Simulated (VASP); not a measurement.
# BN (Qingsongite) (F-43m) in VASP: notebook, part 2 of 2

VASP 6.6.1. The steps go on from the part before.

### Step 3. Single point, PBEsol

This run uses another cell than the first one, of 6.14 Å³/atom, 1.083 times its volume.

Contents of INCAR:

```
PREC     = Accurate       # precision mode
ENCUT    = 520            # plane-wave cutoff, eV
EDIFF    = 1E-7           # SCF threshold, eV
ISMEAR   = 0              # smearing method
SIGMA    = 0.01           # smearing width, eV
LREAL    = False          # projectors in reciprocal space
LASPH    = True           # aspherical terms in the spheres
NELM     = 60             # most SCF steps
ALGO     = Normal         # electronic algorithm
ISIF     = 2              # what is computed and relaxed
LWAVE    = False          # write WAVECAR
LCHARG   = True           # write CHGCAR
GGA      = PS             # functional
LELF     = True           # ELF
LVHAR    = True         
NBANDS   = 11             # bands
```

Contents of KPOINTS:

```
Automatic mesh
0
Gamma
  10 10 10
```

Contents of POSCAR:

```
BN
1.0
    0.0000000000      1.8312856224      1.8312856224
    1.8312856224      0.0000000000      1.8312856224
    1.8312856224      1.8312856224      0.0000000000
B N
1 1
Direct
    0.0000000000      0.0000000000      0.0000000000
    0.2500000000      0.2500000000      0.2500000000
```

Potentials or basis: VASP PAW PBE potentials, release 64 (B, N).

The run is started by

```console
> cat potpaw_PBE.64/B/POTCAR potpaw_PBE.64/N/POTCAR > POTCAR
> mpirun -np 1 vasp_std > vasp.out
```

OUTCAR:

```text
PREC = Accurate
   ENCUT = 520
   EDIFF = 1E-7
   ISMEAR = 0
   LREAL = False
   LASPH = True
   NELM = 60
   ISIF = 2
   GGA = PS

 ion  position               nearest neighbor table
   1  0.000  0.000  0.000-   2 1.59   2 1.59   2 1.59   2 1.59
   2  0.250  0.250  0.250-   1 1.59   1 1.59   1 1.59   1 1.59

  LATTYP: Found a face centered cubic cell.
 ALAT       =     3.6625712448

  Lattice vectors:

 A1 = (   0.0000000000,   1.8312856224,   1.8312856224)
 A2 = (   1.8312856224,   0.0000000000,   1.8312856224)
[... 513 lines left out ...]
      7      21.8166      0.00000
      8      21.9472      0.00000
      9      25.8426      0.00000
     10      33.0506      0.00000
     11      37.8971      0.00000

 [... further k-points ...]
[... 5 lines left out ...]
  --------------------------------------------------------------------------------------
  -------------------------------------------------------------------------------------
  Total       -1.2392206     -1.2392206     -1.2392206      0.0000000      0.0000000      0.0000000
  in kB     -161.6445069   -161.6445069   -161.6445069      0.0000000      0.0000000      0.0000000
  external PRESSURE =    -161.6445069 kB  Pullay stress =       0.0000000 kB

 VOLUME and BASIS-vectors are now :
 -----------------------------------------------------------------------------
  energy-cutoff  :      520.00
  volume of cell :       12.28
      direct lattice vectors                 reciprocal lattice vectors
     0.000000000  1.831285622  1.831285622    -0.273032232  0.273032232  0.273032232
     1.831285622  0.000000000  1.831285622     0.273032232 -0.273032232  0.273032232
     1.831285622  1.831285622  0.000000000     0.273032232  0.273032232 -0.273032232

 POSITION                                       TOTAL-FORCE (eV/Angst)
 -----------------------------------------------------------------------------------
      0.00000      0.00000      0.00000        -0.000000      0.000000     -0.000000
      0.91564      0.91564      0.91564         0.000000     -0.000000      0.000000
 -----------------------------------------------------------------------------------
    total drift:                               -0.000000     -0.000000      0.000000

  FREE ENERGIE OF THE ION-ELECTRON SYSTEM (eV)
  ---------------------------------------------------
  free  energy   TOTEN  =       -18.3193789243 eV

  energy  without entropy=      -18.3193789243  energy(sigma->0) =      -18.31937892
```

OSZICAR:

```text
N       E                     dE             d eps       ncg     rms          rms(c)
DAV:   1     0.849226166102E+01    0.84923E+01   -0.49069E+03  1074   0.718E+02
DAV:   2    -0.187039105308E+02   -0.27196E+02   -0.26530E+02  1251   0.160E+02
DAV:   3    -0.192044166275E+02   -0.50051E+00   -0.49950E+00  1208   0.189E+01
DAV:   4    -0.192050549893E+02   -0.63836E-03   -0.63835E-03  1127   0.736E-01
DAV:   5    -0.192050556066E+02   -0.61735E-06   -0.61739E-06  1181   0.227E-02    0.633E+00
DAV:   6    -0.184103009780E+02    0.79475E+00   -0.27162E+00  1085   0.923E+00    0.312E+00
DAV:   7    -0.183388130589E+02    0.71488E-01   -0.83259E-02  1154   0.236E+00    0.182E+00
DAV:   8    -0.183193754309E+02    0.19438E-01   -0.30514E-02  1148   0.119E+00    0.158E-01
DAV:   9    -0.183193542670E+02    0.21164E-04   -0.90755E-04  1112   0.241E-01    0.749E-02
DAV:  10    -0.183193769097E+02   -0.22643E-04   -0.65268E-05  1141   0.711E-02    0.127E-02
DAV:  11    -0.183193788903E+02   -0.19806E-05   -0.45736E-06  1154   0.162E-02    0.833E-03
DAV:  12    -0.183193789367E+02   -0.46385E-07   -0.10929E-06  1127   0.687E-03    0.375E-04
DAV:  13    -0.183193789243E+02    0.12338E-07   -0.12684E-08   532   0.113E-03
   1 F= -.18319379E+02 E0= -.18319379E+02  d E =-.766418E-64
```

Run time: 11 s. Hardware: 1 thread of AMD EPYC 7R13 (Zen 3), shared host; peak memory 0.09 GiB.

What came out:

- Free energy: -18.3194 eV
- Pressure: -16.2 GPa
- Band gap on the k mesh: 4.23 eV, indirect (least direct gap 8.58 eV)

Levels at points of the mesh, in eV from the valence-band top:
```tsv
k point	band 1	band 2	band 3	band 4	band 5	band 6	band 7	band 8	band 9
(0.00, 0.00, 0.00)	-19.81	0.00	0.00	0.00	8.58	8.58	8.58	9.64	23.78
(0.50, 0.00, 0.00)	-15.73	-10.42	-1.88	-1.88	9.59	10.41	10.41	14.68	22.63
(0.50, 0.50, 0.00)	-14.40	-8.71	-4.75	-4.75	4.23	8.87	17.29	17.29	19.96
```

Caveat: the PAW data sets were made with another functional, which shifts forces and pressure a little.

### Step 4. Single point, PBEsol

This run uses another cell than the first one, of 6.38 Å³/atom, 1.125 times its volume.

Contents of INCAR:

```
SYSTEM = BN
ALGO     = Normal         ! electronic algorithm
EDIFF    = 1E-6           ! SCF threshold, eV
ENCUT    = 520            ! plane-wave cutoff, eV
GGA      = PS             ! functional
ISIF     = 2              ! what is computed and relaxed
ISMEAR   = 0              ! smearing method
LASPH    = .TRUE.         ! aspherical terms in the spheres
LCHARG   = .FALSE.        ! write CHGCAR
LREAL    = .FALSE.        ! projectors in reciprocal space
LWAVE    = .FALSE.        ! write WAVECAR
NBANDS   = 11             ! bands
NELM     = 60             ! most SCF steps
PREC     = Accurate       ! precision mode
SIGMA    = 0.01           ! smearing width, eV
```

Contents of KPOINTS:

```
k-points
0
G
  10 10 10
  0 0 0
```

Contents of POSCAR:

```
BN
1.0
    0.0000000000      1.8544689142      1.8544689142
    1.8544689142      0.0000000000      1.8544689142
    1.8544689142      1.8544689142      0.0000000000
B N
1 1
Direct
    0.0000000000      0.0000000000      0.0000000000
    0.2500000000      0.2500000000      0.2500000000
```

The run is started by

```console
> cat potpaw_PBE.64/B/POTCAR potpaw_PBE.64/N/POTCAR > POTCAR
> mpirun -np 1 vasp_std > vasp.out
```

It used 6.2 s of CPU time on 1 thread of AMD EPYC 7R13 Processor (Zen 3), with other jobs on the host.

Results (log left out):

| Item | Value |
| --- | --- |
| Free energy | -18.2551 eV |
| Pressure | -27.6 GPa |
| Band gap on the k mesh | 4.19 eV, indirect (least direct gap 8.40 eV) |

Levels at points of the mesh, in eV from the valence-band top:
| k point | band 1 | band 2 | band 3 | band 4 | band 5 | band 6 | band 7 | band 8 |
| --- | --- | --- | --- | --- | --- | --- | --- | --- |
| (0.00, 0.00, 0.00) | -19.40 | 0.00 | 0.00 | 0.00 | 8.40 | 8.40 | 8.40 | 9.06 |
| (0.50, 0.00, 0.00) | -15.49 | -10.09 | -1.81 | -1.81 | 9.12 | 10.20 | 10.20 | 14.30 |
| (0.50, 0.50, 0.00) | -14.22 | -8.48 | -4.57 | -4.57 | 4.19 | 8.66 | 16.73 | 16.73 |

Caveat: the PAW data sets were made with another functional, which shifts forces and pressure a little.

### Step 5. The runs side by side

| cell | gap on the mesh (eV) | pressure (GPa) |
| --- | --- | --- |
| a = 2.522 Å, angles 60.0°, 2 atoms | 4.32 | 14.3 |
| a = 2.590 Å, angles 60.0°, 2 atoms | 4.23 | -16.2 |
| a = 2.623 Å, angles 60.0°, 2 atoms | 4.19 | -27.6 |

Alike in all rows: task single point; level PBEsol; potentials or basis VASP PAW PBE potentials, release 64 (B, N); no spin polarisation; k mesh 10 × 10 × 10; cutoff (eV) 520; smearing gaussian 0.01 eV.

Caveats: the PAW data sets were made with another functional, which shifts forces and pressure a little.

Total energies depend on the potentials used, so only differences within one code and one set of settings carry meaning.
